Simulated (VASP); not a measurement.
The system is Tl2S (pbesol).

```
Tl S
1.0
     4.05000    0.00000    0.00000
    -2.02500    3.50740    0.00000
     0.00000    0.00000    6.06333
Tl S
2 1
Direct
  0.33333 0.66667 0.72580
  0.66667 0.33333 0.27420
  0.00000 0.00000 0.00000
```

- Program: VASP 6.6.1
- Task: relaxation of cell and atoms
- Functional: PBEsol
- Potentials or basis: VASP PAW PBE potentials, release 64 (Tl_d, S)
- Cutoff: 600 eV
- k mesh: 12 × 12 × 8
- Occupations: gaussian, width 0.1 eV
- Spin: no spin polarisation

At the start: pressure 0.7 GPa; volume 28.71 Å³/atom.

How do energy, volume and symmetry change on relaxing?

Over 33 steps the energy falls by 4.8 meV/atom and the volume is 29.18 Å³/atom (+1.6 %); space group P-3m1 (No. 164, to 0.05 Å).

The path:
```csv
step,energy change (eV),largest force (eV/Å),pressure (GPa),volume (Å³)
1,0.0000,0.0594,0.66,86.13
2,-0.0047,0.0332,0.05,87.61
3,-0.0049,0.0579,-0.09,88.02
4,-0.0070,0.0411,-0.07,88.18
5,-0.0112,0.0087,-0.05,88.64
6,-0.0091,0.1139,-0.14,89.44
7,-0.0122,0.0432,-0.09,88.93
8,-0.0127,0.0498,0.02,88.49
9,-0.0131,0.0601,0.18,87.80
10,-0.0134,0.0503,0.16,87.77
11,-0.0140,0.0211,0.08,87.71
12,-0.0140,0.0376,-0.09,87.57
13,-0.0142,0.0099,-0.02,87.63
14,-0.0142,0.0080,-0.01,87.63
15,-0.0142,0.0075,0.00,87.61
16,-0.0143,0.0050,0.02,87.55
17,-0.0143,0.0006,0.04,87.41
18,-0.0143,0.0009,0.03,87.45
19,-0.0143,0.0051,0.00,87.55
20,-0.0143,0.0044,-0.01,87.54
21,-0.0143,0.0032,0.00,87.52
22,-0.0143,0.0038,0.02,87.52
23,-0.0143,0.0044,0.00,87.53
24,-0.0143,0.0050,0.02,87.54
25,-0.0143,0.0052,0.02,87.54
26,-0.0143,0.0054,-0.02,87.63
27,-0.0143,0.0056,-0.03,87.60
28,-0.0143,0.0053,-0.02,87.58
29,-0.0143,0.0051,-0.01,87.56
30,-0.0143,0.0054,-0.01,87.55
31,-0.0143,0.0051,-0.01,87.55
32,-0.0143,0.0004,0.00,87.54
33,-0.0143,0.0009,0.00,87.54
```

Final structure:
```
Tl S
1.0
     4.18927    0.00000    0.00000
    -2.09464    3.62802    0.00000
     0.00000    0.00000    5.75944
Tl S
2 1
Cartesian
  0.0000 2.4187 4.1607
  2.0946 1.2093 1.5987
  0.0000 0.0000 0.0000
```

Caveat: the PAW data sets were made with another functional, which shifts forces and pressure a little.
